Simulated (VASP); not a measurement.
A run of VASP 6.6.1:

Contents of INCAR:

```
SYSTEM = SiO2
PREC = Accurate ; ENCUT = 520
EDIFF = 1E-8 ; ISMEAR = 0
SIGMA = 0.01 ; LREAL = .False.
LASPH = .True. ; NELM = 60
ALGO = Normal ; ISIF = 2
LWAVE = .False. ; LCHARG = .False.
GGA = PS ; IBRION = 8
NSW = 1 ; LEPSILON = .True.
```

File KPOINTS:

```
regular mesh
0
Gamma
  6 6 8
  0 0 0
```

POSCAR

```
SiO2
1.0
    4.1946332165      0.0000000000      0.0000000000
    0.0000000000      4.1946332165      0.0000000000
    0.0000000000      0.0000000000      2.6784529402
Si O
2 4
Direct
    0.0000000000      0.0000000000      0.0000000000
    0.5000000000      0.5000000000      0.5000000000
    0.3060615473      0.3060615473      0.0000000000
    0.1939384527      0.8060615473      0.5000000000
    0.8060615473      0.1939384527      0.5000000000
    0.6939384527      0.6939384527      0.0000000000
```

Potentials or basis: VASP PAW PBE potentials, release 64 (Si, O).

Launch:

```console
$ cat potpaw_PBE.64/Si/POTCAR potpaw_PBE.64/O/POTCAR > POTCAR
$ mpirun -np 1 vasp_std > vasp.out
```

Hardware: 1 thread of Intel(R) Xeon(R) 6975P-C (Granite Rapids) (shared host).

Question: How long does it take, and how much memory?

Answer: Wall time 4.7 min on 1 thread of Intel(R) Xeon(R) 6975P-C (Granite Rapids), on a shared host, peak memory 0.45 GiB. Counts: scf iterations 154, k points 50.
